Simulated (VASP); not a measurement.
# Ba (Pm-3m) in VASP: a series of runs

Ba is run at these levels: PBEsol; tasks: single point.

Everything below comes from runs of VASP 6.6.1. Logs are shortened: lines on timing, memory, paths and dates and some standing lists are left out, and cuts for length are marked.

## (1) The cell of the first run

The structure is cubic, space group Pm-3m (No. 221). The conventional cell has a = 3.851 Å, b = 3.851 Å, c = 3.851 Å, α = 90.00°, β = 90.00°, γ = 90.00°. Ba (site symmetry m-3m) has 6 Ba at 3.85 Å within 5.1 Å.

This isn't the form of Ba at room conditions, which is bcc.

## (2) Single point, PBEsol

Contents of INCAR:

```
SYSTEM = Ba
PREC = Accurate
ENCUT = 520
EDIFF = 1E-7
ISMEAR = 1
SIGMA = 0.1
LREAL = .False.
LASPH = .True.
NELM = 100
ALGO = Normal
ISIF = 2
LWAVE = .False.
LCHARG = .False.
GGA = PS
NBANDS = 11
```

Contents of KPOINTS:

```
regular mesh
0
Gamma
  6 6 6
  0 0 0
```

Contents of POSCAR:

```
Ba
1.0
    3.8513027174      0.0000000000      0.0000000000
    0.0000000000      3.8513027174      0.0000000000
    0.0000000000      0.0000000000      3.8513027174
Ba
1
Direct
    0.0000000000      0.0000000000      0.0000000000
```

Potentials or basis: VASP PAW PBE potentials, release 64 (Ba_sv).

Run with:

```
$ cat potpaw_PBE.64/Ba_sv/POTCAR > POTCAR
$ mpirun -np 1 vasp_std > vasp.out
```

OUTCAR:

```text
SYSTEM = Ba
   PREC = Accurate
   ENCUT = 520
   EDIFF = 1E-7
   ISMEAR = 1
   LREAL = .False.
   LASPH = .True.
   NELM = 100
   ISIF = 2
   GGA = PS

 ion  position               nearest neighbor table
   1  0.000  0.000  0.000-

  LATTYP: Found a simple cubic cell.
 ALAT       =     3.8513027174

  Lattice vectors:

 A1 = (   3.8513027174,   0.0000000000,   0.0000000000)
 A2 = (   0.0000000000,   3.8513027174,   0.0000000000)
 A3 = (   0.0000000000,   0.0000000000,   3.8513027174)

Analysis of symmetry for initial positions (statically):
=====================================================================
 Subroutine PRICEL returns:
 Original cell was already a primitive cell.

 Routine SETGRP: Setting up the symmetry group for a
 simple cubic supercell.

 Subroutine GETGRP returns: Found 48 space group operations
 (whereof 48 operations were pure point group operations)
 out of a pool of 48 trial point group operations.

The static configuration has the point symmetry O_h .

Analysis of symmetry for dynamics (positions and initial velocities):
=====================================================================
 Subroutine PRICEL returns:
 Original cell was already a primitive cell.

 Routine SETGRP: Setting up the symmetry group for a
 simple cubic supercell.

 Subroutine GETGRP returns: Found 48 space group operations
 (whereof 48 operations were pure point group operations)
 out of a pool of 48 trial point group operations.

The dynamic configuration has the point symmetry O_h .

 Subroutine INISYM returns: Found 48 space group operations
 (whereof 48 operations are pure point group operations),
 and found     1 'primitive' translations

----------------------------------------------------------------------------------------

                                     Primitive cell

  volume of cell :      57.1246

  direct lattice vectors                    reciprocal lattice vectors
     3.851302717  0.000000000  0.000000000     0.259652402  0.000000000  0.000000000
     0.000000000  3.851302717  0.000000000     0.000000000  0.259652402  0.000000000
     0.000000000  0.000000000  3.851302717     0.000000000  0.000000000  0.259652402

  length of vectors
     3.851302717  3.851302717  3.851302717     0.259652402  0.259652402  0.259652402

  position of ions in fractional coordinates (direct lattice)
     0.000000000  0.000000000  0.000000000

  ion indices of the primitive-cell ions
   primitive index   ion index
                 1           1

----------------------------------------------------------------------------------------

 KPOINTS: regular mesh

Automatic generation of k-mesh.
 Grid dimensions read from file:
 generate k-points for:    6    6    6

 Generating k-lattice:

  Cartesian coordinates                     Fractional coordinates (reciprocal lattice)
     0.043275400  0.000000000  0.000000000     0.166666667  0.000000000  0.000000000
     0.000000000  0.043275400  0.000000000     0.000000000  0.166666667  0.000000000
     0.000000000  0.000000000  0.043275400     0.000000000  0.000000000  0.166666667

  Length of vectors
     0.043275400  0.043275400  0.043275400

  Shift w.r.t. Gamma in fractional coordinates (k-lattice)
     0.000000000  0.000000000  0.000000000

 Subroutine IBZKPT returns following result:
 ===========================================

 Found     20 irreducible k-points:

 Following reciprocal coordinates:
            Coordinates               Weight
  0.000000  0.000000  0.000000      1.000000
  0.166667  0.000000  0.000000      6.000000
  0.333333  0.000000  0.000000      6.000000
  0.500000  0.000000  0.000000      3.000000
  0.166667  0.166667  0.000000     12.000000
  0.333333  0.166667  0.000000     24.000000
[... 12 lines left out ...]
  0.500000  0.500000  0.333333      6.000000
  0.500000  0.500000  0.500000      1.000000
   k-points           NKPTS =     20   k-points in BZ     NKDIM =     20   number of bands    NBANDS=     11
   number of dos      NEDOS =    301   number of ions     NIONS =      1
   total plane-waves  NPLWV =  27000
   dimension x,y,z NGX =    30 NGY =   30 NGZ =   30
   dimension x,y,z NGXF=    60 NGYF=   60 NGZF=   60
   ions per type =               1
   NGX,Y,Z   is equivalent  to a cutoff of  12.95, 12.95, 12.95 a.u.
   NGXF,Y,Z  is equivalent  to a cutoff of  25.90, 25.90, 25.90 a.u.
 SYSTEM =  Ba
   PREC   = accura    normal or accurate (medium, high low for compatibility)
   ISTART =      0    job   : 0-new  1-cont  2-samecut
   ICHARG =      2    charge: 1-file 2-atom 10-const
   ISPIN  =      1    spin polarized calculation?
   LNONCOLLINEAR =      F non collinear calculations
   LSORBIT =      F    spin-orbit coupling
   LASPH  =      T    aspherical Exc in radial PAW
   ENCUT  =  520.0 eV  38.22 Ry    6.18 a.u.   7.16  7.16  7.16*2*pi/ulx,y,z
   NELM   =    100;   NELMIN=  2; NELMDL= -5     # of ELM steps
   EDIFF  = 0.1E-06   stopping-criterion for ELM
   LREAL  =      F    real-space projection
   EDIFFG = 0.1E-05   stopping-criterion for IOM
   NSW    =      0    number of steps for IOM
   IBRION =     -1    ionic relax: 0-MD 1-quasi-New 2-CG
   NFREE  =      0    steps in history (QN), initial steepest desc. (CG)
   ISIF   =      2    stress and relaxation
   ISYM   =      2    0-nonsym 1-usesym 2-fastsym
   POTIM  = 0.5000    time-step for ionic-motion
   TEBEG  =    0.0;   TEEND  =   0.0 temperature during run
   PSTRESS=    0.0 pullay stress
   NELECT =      10.0000    total number of electrons
   NUPDOWN=      -1.0000    fix difference up-down
   EMIN   =  10.00;   EMAX   =-10.00  energy-range for DOS
   EFERMI =   0.00;   METHOD = LEGACY
   ISMEAR =     1;   SIGMA  =   0.10  broadening in eV -4-tet -1-fermi 0-gaus
   EFERMI_NEDOS =   21; number of points for ismear=-14 and -15
   IALGO  =     38    algorithm
   IMIX   =      4    mixing-type and parameters
     AMIX     =   0.40;   BMIX     =  1.00
     AMIX_MAG =   1.60;   BMIX_MAG =  1.00
  volume/ion in A,a.u.               =      57.12       385.50
  Fermi-wavevector in a.u.,A,eV,Ry     =   0.915800  1.730611 11.411058  0.838689
  Thomas-Fermi vector in A             =   2.040582
   LORBIT       =      0    0 simple, 1 ext, 2 COOP (PROOUT), +10 PAW based schemes
   GGA     = PS    functional components
   LHFCALC =     F    Hartree Fock is set to
   AEXX    =    0.0000 exact exchange contribution
   IVDW    =     0    specifies the selected vdW correction
   LEPSILON=     F    determine dielectric tensor
   LRPA    =     F    only Hartree local field effects (RPA)
 non-spin polarized calculation
 Methfessel and Paxton  Order N= 1 SIGMA  =   0.10
  energy-cutoff  :      520.00
  volume of cell :       57.12
 maximum number of plane-waves:      1568
 NGX is ok and might be reduce to    30
   NGX = 15   NGY = 15   NGZ = 15

 number of electron      10.0000001 magnetization

 Free energy of the ion-electron system (eV)
  ---------------------------------------------------
  ext. energy  EPLUGINS =         0.00000000
  ---------------------------------------------------
  free energy    TOTEN  =        -1.84358287 eV

  energy without entropy =       -1.84207239  energy(sigma->0) =       -1.84307938

 E-fermi :   1.9017     XC(G=0):  -7.8128

 val. band max:        1.8964117414   @ k =   0.1667   0.0000   0.0000
 cond. band min:       1.9117928937   @ k =   0.5000   0.1667   0.1667
 fundamental gap:      0.0153811523
 Fermi energy:         1.9017056561

 k-point     1 :       0.0000    0.0000    0.0000
  band No.  band energies     occupation
      1     -27.2161      2.00000
      2     -11.9568      2.00000
      3     -11.9568      2.00000
      4     -11.9568      2.00000
      5      -0.8212      2.00000
      6       1.7618      2.06362
      7       1.7618      2.06362
      8       7.0853      0.00000
      9       7.0853      0.00000
     10       7.0853      0.00000
     11       9.8232      0.00000

 k-point     2 :       0.1667    0.0000    0.0000
  band No.  band energies     occupation
      1     -27.1963      2.00000
      2     -12.1996      2.00000
      3     -11.9358      2.00000
      4     -11.9358      2.00000
      5      -0.3977      2.00000
      6       1.8964      1.08946
      7       2.2384     -0.00002
      8       6.1316      0.00000
      9       6.1316      0.00000
     10       7.1553      0.00000
     11       8.4708      0.00000

 k-point     3 :       0.3333    0.0000    0.0000
  band No.  band energies     occupation
      1     -27.1563      2.00000
      2     -12.6432      2.00000
      3     -11.8932      2.00000
      4     -11.8932      2.00000
      5       0.4978      2.00000
      6       2.2026     -0.00018
      7       2.9523     -0.00000
      8       5.0045      0.00000
      9       5.0045      0.00000
     10       7.3030      0.00000
     11       7.8460      0.00000

 k-point     4 :       0.5000    0.0000    0.0000
  band No.  band energies     occupation
      1     -27.1360      2.00000
      2     -12.8479      2.00000
      3     -11.8717      2.00000
      4     -11.8717      2.00000
      5       1.1254      2.00000
      6       2.3806     -0.00000
      7       2.7802     -0.00000
      8       4.5837      0.00000
      9       4.5837      0.00000
     10       7.3812      0.00000
     11       8.9453      0.00000

 k-point     5 :       0.1667    0.1667    0.0000
  band No.  band energies     occupation
      1     -27.1767      2.00000
      2     -12.1874      2.00000
      3     -12.1624      2.00000
      4     -11.9151      2.00000
      5       0.0175      2.00000
      6       2.1838     -0.00049
      7       2.5548     -0.00000
      8       5.1109      0.00000
      9       6.0593      0.00000
     10       6.4480      0.00000
     11       9.2888      0.00000
[... 155 lines left out ...]
 k-point    17 :       0.3333    0.3333    0.3333
  band No.  band energies     occupation
      1     -27.0407      2.00000
      2     -12.4832      2.00000
      3     -12.4548      2.00000
      4     -12.4548      2.00000
      5       1.5745      2.00004
      6       2.5819     -0.00000
      7       2.5819     -0.00000
      8       5.5561      0.00000
      9       5.5561      0.00000
     10       5.9150      0.00000
     11       8.1639      0.00000

 k-point    18 :       0.5000    0.3333    0.3333
  band No.  band energies     occupation
      1     -27.0214      2.00000
      2     -12.6553      2.00000
      3     -12.4438      2.00000
      4     -12.4260      2.00000
      5       1.5117      2.00000
      6       2.1636     -0.00134
      7       2.5223     -0.00000
      8       5.6402      0.00000
      9       5.9254      0.00000
     10       7.4526      0.00000
     11       8.2470      0.00000

 k-point    19 :       0.5000    0.5000    0.3333
  band No.  band energies     occupation
      1     -27.0022      2.00000
      2     -12.6235      2.00000
      3     -12.6235      2.00000
      4     -12.4062      2.00000
      5       1.3561      2.00000
      6       2.1452     -0.00308
      7       2.1452     -0.00308
      8       5.8753      0.00000
      9       6.6758      0.00000
     10       8.6488      0.00000
     11       8.6489      0.00000

 k-point    20 :       0.5000    0.5000    0.5000
  band No.  band energies     occupation
      1     -26.9831      2.00000
      2     -12.5926      2.00000
      3     -12.5926      2.00000
      4     -12.5926      2.00000
      5       1.6886      2.01025
      6       1.6886      2.01025
      7       1.6886      2.01025
      8       5.8267      0.00000
      9       8.9139      0.00000
     10       8.9151      0.00000
     11       9.1176      0.00000

------------------------ aborting loop because EDIFF is reached ----------------------------------------

  FORCE on cell =-STRESS in cart. coord.  units (eV):
  Direction    XX          YY          ZZ          XY          YZ          ZX
  --------------------------------------------------------------------------------------
  -------------------------------------------------------------------------------------
  Total       -0.0648611     -0.0648611     -0.0648611     -0.0000000     -0.0000000      0.0000000
  in kB       -1.8191644     -1.8191644     -1.8191644     -0.0000000     -0.0000000      0.0000000
  external PRESSURE =      -1.8191644 kB  Pullay stress =       0.0000000 kB

 VOLUME and BASIS-vectors are now :
 -----------------------------------------------------------------------------
  energy-cutoff  :      520.00
  volume of cell :       57.12
      direct lattice vectors                 reciprocal lattice vectors
     3.851302717  0.000000000  0.000000000     0.259652402  0.000000000  0.000000000
     0.000000000  3.851302717  0.000000000     0.000000000  0.259652402  0.000000000
     0.000000000  0.000000000  3.851302717     0.000000000  0.000000000  0.259652402

 POSITION                                       TOTAL-FORCE (eV/Angst)
 -----------------------------------------------------------------------------------
      0.00000      0.00000      0.00000         0.000000      0.000000      0.000000
 -----------------------------------------------------------------------------------
    total drift:                                0.000000      0.000000     -0.000000

  FREE ENERGIE OF THE ION-ELECTRON SYSTEM (eV)
  ---------------------------------------------------
  free  energy   TOTEN  =        -1.8435828709 eV

  energy  without entropy=       -1.8420723910  energy(sigma->0) =       -1.84307938
```

Wall time 13 s (1 thread of Intel Xeon 8259CL, shared host); peak memory 0.17 GiB.

Results:

```yaml
Free_energy: -1.8436 eV
Pressure: -0.2 GPa
Band_gap_on_the_k_mesh: zero (bands 5 and 6 overlap by 0.22 eV)
```

Caveat: the PAW data sets were made with another functional, which shifts forces and pressure a little; spin-orbit coupling is left out, which moves the levels of the heavy elements.

(Continued in part 2 of 3.)
